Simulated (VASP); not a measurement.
# O2S in VASP: notebook

O2S is run at these levels: PBE+D3(BJ); tasks: single point, relaxation of the atoms.

All numbers are computed with VASP 6.6.1; they aren't measurements. Logs are shortened: lines on timing, memory, paths and dates and some standing lists are left out, and cuts for length are marked.

**1. The cell of the first run**

The cell holds a molecule in a box, 3 atoms: a = 14.000 Å, b = 14.500 Å, c = 15.000 Å, α = 90.00°, β = 90.00°, γ = 90.00°.

**2. Single point, PBE+D3(BJ)**

Input file INCAR:

```
  PREC = Accurate
  ENCUT = 520
  EDIFF = 1E-6
  ISMEAR = 0
  SIGMA = 0.005
  LREAL = F
  LASPH = T
  NELM = 80
  ALGO = Normal
  ISIF = 2
  LWAVE = F
  LCHARG = F
  GGA = PE
  IVDW = 12
  ISYM = 0
  NBANDS = 16
```

Input file KPOINTS:

```
regular mesh
0
Gamma
  1 1 1
```

Input file POSCAR:

```
SO2
1.0
   14.0000000000      0.0000000000      0.0000000000
    0.0000000000     14.5000000000      0.0000000000
    0.0000000000      0.0000000000     15.0000000000
O S
2 1
Direct
    0.4154233668      0.4767777768      0.5003584538
    0.5823108125      0.5393910204      0.5009498586
    0.5178641918      0.4608992421      0.4990004063
```

Potentials or basis: VASP PAW PBE potentials, release 64 (O, S).

Run with:

```console
> cat potpaw_PBE.64/O/POTCAR potpaw_PBE.64/S/POTCAR > POTCAR
> mpirun -np 1 vasp_gam > vasp.out
```

OUTCAR:

```text
PREC = Accurate
   ENCUT = 520
   EDIFF = 1E-6
   ISMEAR = 0
   LREAL = F
   LASPH = T
   NELM = 80
   ISIF = 2
   GGA = PE
   IVDW = 12
   ISYM = 0
 IVDW          = 12

 ion  position               nearest neighbor table
   1  0.415  0.477  0.500-   3 1.45
   2  0.582  0.539  0.501-   3 1.45
   3  0.518  0.461  0.499-   2 1.45   1 1.45

IMPORTANT INFORMATION: All symmetrisations will be switched off!
NOSYMM: (Re-)initialisation of all symmetry stuff for point group C_1.

----------------------------------------------------------------------------------------

                                     Primitive cell

  volume of cell :    3045.0000

  direct lattice vectors                    reciprocal lattice vectors
    14.000000000  0.000000000  0.000000000     0.071428571  0.000000000  0.000000000
     0.000000000 14.500000000  0.000000000     0.000000000  0.068965517  0.000000000
     0.000000000  0.000000000 15.000000000     0.000000000  0.000000000  0.066666667

  length of vectors
    14.000000000 14.500000000 15.000000000     0.071428571  0.068965517  0.066666667

  position of ions in fractional coordinates (direct lattice)
     0.415423367  0.476777777  0.500358454
     0.582310812  0.539391020  0.500949859
     0.517864192  0.460899242  0.499000406

  ion indices of the primitive-cell ions
   primitive index   ion index
                 1           1
                 2           2
                 3           3

----------------------------------------------------------------------------------------

 KPOINTS: regular mesh

Automatic generation of k-mesh.
 Grid dimensions read from file:
 generate k-points for:    1    1    1

 Generating k-lattice:

  Cartesian coordinates                     Fractional coordinates (reciprocal lattice)
     0.071428571  0.000000000  0.000000000     1.000000000  0.000000000  0.000000000
     0.000000000  0.068965517  0.000000000     0.000000000  1.000000000  0.000000000
     0.000000000  0.000000000  0.066666667     0.000000000  0.000000000  1.000000000

  Length of vectors
     0.071428571  0.068965517  0.066666667

  Shift w.r.t. Gamma in fractional coordinates (k-lattice)
     0.000000000  0.000000000  0.000000000

 Subroutine IBZKPT returns following result:
 ===========================================

 Found      1 irreducible k-points:

 Following reciprocal coordinates:
            Coordinates               Weight
  0.000000  0.000000  0.000000      1.000000
   k-points           NKPTS =      1   k-points in BZ     NKDIM =      1   number of bands    NBANDS=     16
   number of dos      NEDOS =    301   number of ions     NIONS =      3
   total plane-waves  NPLWV = ******
   dimension x,y,z NGX =   108 NGY =  108 NGZ =  112
   dimension x,y,z NGXF=   216 NGYF=  216 NGZF=  224
   ions per type =               2   1
   NGX,Y,Z   is equivalent  to a cutoff of  12.82, 12.38, 12.41 a.u.
   NGXF,Y,Z  is equivalent  to a cutoff of  25.65, 24.76, 24.83 a.u.
 SYSTEM =  unknown system
   PREC   = accura    normal or accurate (medium, high low for compatibility)
   ISTART =      0    job   : 0-new  1-cont  2-samecut
   ICHARG =      2    charge: 1-file 2-atom 10-const
   ISPIN  =      1    spin polarized calculation?
   LNONCOLLINEAR =      F non collinear calculations
   LSORBIT =      F    spin-orbit coupling
   LASPH  =      T    aspherical Exc in radial PAW
   ENCUT  =  520.0 eV  38.22 Ry    6.18 a.u.  26.03 26.96 27.89*2*pi/ulx,y,z
   NELM   =     80;   NELMIN=  2; NELMDL= -5     # of ELM steps
   EDIFF  = 0.1E-05   stopping-criterion for ELM
   LREAL  =      F    real-space projection
   EDIFFG = 0.1E-04   stopping-criterion for IOM
   NSW    =      0    number of steps for IOM
   IBRION =     -1    ionic relax: 0-MD 1-quasi-New 2-CG
   NFREE  =      0    steps in history (QN), initial steepest desc. (CG)
   ISIF   =      2    stress and relaxation
   ISYM   =      0    0-nonsym 1-usesym 2-fastsym
   POTIM  = 0.5000    time-step for ionic-motion
   TEBEG  =    0.0;   TEEND  =   0.0 temperature during run
   PSTRESS=    0.0 pullay stress
   NELECT =      18.0000    total number of electrons
   NUPDOWN=      -1.0000    fix difference up-down
   EMIN   =  10.00;   EMAX   =-10.00  energy-range for DOS
   EFERMI =   0.00;   METHOD = LEGACY
   ISMEAR =     0;   SIGMA  =   0.01  broadening in eV -4-tet -1-fermi 0-gaus
   EFERMI_NEDOS =   21; number of points for ismear=-14 and -15
   IALGO  =     38    algorithm
   IMIX   =      4    mixing-type and parameters
     AMIX     =   0.40;   BMIX     =  1.00
     AMIX_MAG =   1.60;   BMIX_MAG =  1.00
  volume/ion in A,a.u.               =    1015.00      6849.56
  Fermi-wavevector in a.u.,A,eV,Ry     =   0.296008  0.559374  1.192151  0.087621
  Thomas-Fermi vector in A             =   1.160127
   LORBIT       =      0    0 simple, 1 ext, 2 COOP (PROOUT), +10 PAW based schemes
   GGA     = PE    functional components
   LHFCALC =     F    Hartree Fock is set to
   AEXX    =    0.0000 exact exchange contribution
   IVDW    =    12    specifies the selected vdW correction
   LEPSILON=     F    determine dielectric tensor
   LRPA    =     F    only Hartree local field effects (RPA)
 non-spin polarized calculation
 Gauss-broadening in eV      SIGMA  =   0.01
  energy-cutoff  :      520.00
  volume of cell :     3045.00
 maximum number of plane-waves:     40942
 NGX is ok and might be reduce to   108
   NGX = 53   NGY = 53   NGZ = 55

 number of electron      17.9999998 magnetization

 Free energy of the ion-electron system (eV)
  ---------------------------------------------------
  ext. energy  EPLUGINS =         0.00000000
  ---------------------------------------------------
  free energy    TOTEN  =       -17.05153318 eV

  energy without entropy =      -17.05153318  energy(sigma->0) =      -17.05153318

 E-fermi :  -7.9354     XC(G=0):  -0.3240

 val. band max:       -7.9859859138   @ k =   0.0000   0.0000   0.0000
 cond. band min:      -4.4860306231   @ k =   0.0000   0.0000   0.0000
 fundamental gap:      3.4999552907
 Fermi energy:        -7.9353850872

 k-point     1 :       0.0000    0.0000    0.0000
  band No.  band energies     occupation
      1     -28.6719      2.00000
      2     -26.2857      2.00000
      3     -15.8365      2.00000
      4     -12.1758      2.00000
      5     -11.9457      2.00000
      6     -11.9255      2.00000
[... 8 lines left out ...]
     15       0.4552      0.00000
     16       0.6896      0.00000

------------------------ aborting loop because EDIFF is reached ----------------------------------------

 Edisp (eV)   -0.03748

 E8    (eV) :    -0.0126

  FORCE on cell =-STRESS in cart. coord.  units (eV):
  Direction    XX          YY          ZZ          XY          YZ          ZX
  --------------------------------------------------------------------------------------
  -------------------------------------------------------------------------------------
  Total      -0.61023    -0.30553    -0.05766    -0.14209    -0.00667     0.00046
  in kB      -0.32108    -0.16076    -0.03034    -0.07476    -0.00351     0.00024
  external pressure =       -0.17 kB  Pullay stress =        0.00 kB

 VOLUME and BASIS-vectors are now :
 -----------------------------------------------------------------------------
  energy-cutoff  :      520.00
  volume of cell :     3045.00
      direct lattice vectors                 reciprocal lattice vectors
    14.000000000  0.000000000  0.000000000     0.071428571  0.000000000  0.000000000
     0.000000000 14.500000000  0.000000000     0.000000000  0.068965517  0.000000000
     0.000000000  0.000000000 15.000000000     0.000000000  0.000000000  0.066666667

 POSITION                                       TOTAL-FORCE (eV/Angst)
 -----------------------------------------------------------------------------------
      5.81593      6.91328      7.50538         0.263710     -0.029544     -0.003538
      8.15235      7.82117      7.51425        -0.175181     -0.199720     -0.004516
      7.25010      6.68304      7.48501        -0.088528      0.229264      0.008055
 -----------------------------------------------------------------------------------
    total drift:                                0.001108     -0.000030      0.000924

  FREE ENERGIE OF THE ION-ELECTRON SYSTEM (eV)
  ---------------------------------------------------
  free  energy   TOTEN  =       -17.0890166061 eV

  energy  without entropy=      -17.0890166061  energy(sigma->0) =      -17.08901661
```

Run time: 6.4 min. Hardware: 1 thread of AMD EPYC 7R43 (Zen 3), shared host; peak memory 1.7 GiB.

Results:

```
Free energy                     : -17.0890 eV
Largest force                   : 0.266 eV/Å
Gap between the frontier levels : 3.50 eV
Dispersion energy per atom      : -0.012 eV
```

Forces on the atoms (eV/Å):
```
O    0.264 -0.030 -0.004
O   -0.175 -0.200 -0.005
S   -0.089  0.229  0.008
```

**3. Relaxation of the atoms, PBE+D3(BJ)**

Input file INCAR:

```
SYSTEM = SO2
  PREC = Accurate
  ENCUT = 520
  EDIFF = 1E-7
  ISMEAR = 0
  SIGMA = 0.005
  LREAL = .False.
  LASPH = .True.
  NELM = 80
  ALGO = Normal
  ISIF = 2
  LWAVE = .False.
  LCHARG = .False.
  GGA = PE
  IVDW = 12
  IBRION = 2
  NSW = 100
  EDIFFG = -0.01
  ISYM = 0
```

Input file KPOINTS:

```
Automatic mesh
0
Gamma
  1 1 1
  0 0 0
```

Input file POSCAR:

```
SO2
1.0
   14.0000000000      0.0000000000      0.0000000000
    0.0000000000     14.5000000000      0.0000000000
    0.0000000000      0.0000000000     15.0000000000
O S
2 1
Direct
    0.4224778799      0.4770680392      0.5003087187
    0.5775221201      0.5357238817      0.5008735259
    0.5155983710      0.4642761183      0.4991264741
```

Potentials or basis: VASP PAW PBE potentials, release 64 (O, S).

Run with:

```console
> cat potpaw_PBE.64/O/POTCAR potpaw_PBE.64/S/POTCAR > POTCAR
> mpirun -np 1 vasp_gam > vasp.out
```

It took 73 min on 1 thread of AMD EPYC 7R43 (Zen 3), shared host; peak memory 1.7 GiB.

Results (log left out):

```
Free energy                     : -17.0903 eV
Largest force after relaxing    : 0.009 eV/Å
Gap between the frontier levels : 3.54 eV
Dispersion energy per atom      : -0.012 eV
```

Forces on the atoms (eV/Å):
```
O   -0.008  0.000  0.000
O    0.000 -0.002  0.000
S    0.009  0.003  0.000
```

Final structure:
```
CELL_PARAMETERS angstrom
14.00000 0.00000 0.00000
0.00000 14.50000 0.00000
0.00000 0.00000 15.00000
ATOMIC_POSITIONS crystal
O 0.41574 0.47685 0.50036
O 0.58203 0.53924 0.50095
S 0.51783 0.46098 0.49900
```

Levels at points of the mesh, in eV from the valence-band top:
```
           k point  band 7  band 8  band 9  band 10  band 11  band 12
(0.00, 0.00, 0.00)   -1.27   -0.61    0.00     3.54     7.37     7.90
```
